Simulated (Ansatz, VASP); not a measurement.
**Sb: VASP beside Ansatz**

```
CELL_PARAMETERS angstrom
4.16672 0.00000 0.00000
-2.08336 3.60848 0.00000
0.00000 0.00000 4.04900
ATOMIC_POSITIONS crystal
Sb 0.33333 0.66667 0.25000
Sb 0.66667 0.33333 0.75000
```

Alike in both runs: task relaxation of cell and atoms; functional PBE; k mesh 18 × 18 × 14; occupations gaussian, width 0.1 eV; no spin polarisation.

```csv
,VASP,Ansatz
version,VASP 6.6.1,Ansatz 0.2.0
potentials or method,"VASP PAW PBE potentials, release 64 (Sb), cutoff 600 eV","scalar-relativistic, plane waves, PAW"
valence electrons in the cell,10,30
```

Ansatz gave:

```
gap on the k mesh at the Fermi level, each at its own relaxed structure (eV) : none
relaxed volume (Å³/atom)                                                     : 30.25
relaxed cell length with the largest relative difference (Å)                 : 4.151
```

What did VASP give for the same quantities?

gap on the k mesh at the Fermi level, each at its own relaxed structure (eV): none; relaxed volume (Å³/atom): 30.20; relaxed cell length with the largest relative difference (Å): 4.149.

A gap of «none» marks a metal or a gap that the smearing closes. VASP's potentials hold 10 valence electrons a cell and Ansatz's 30, so a difference there can come from the potentials and not from the codes.

Spin-orbit coupling is off throughout.
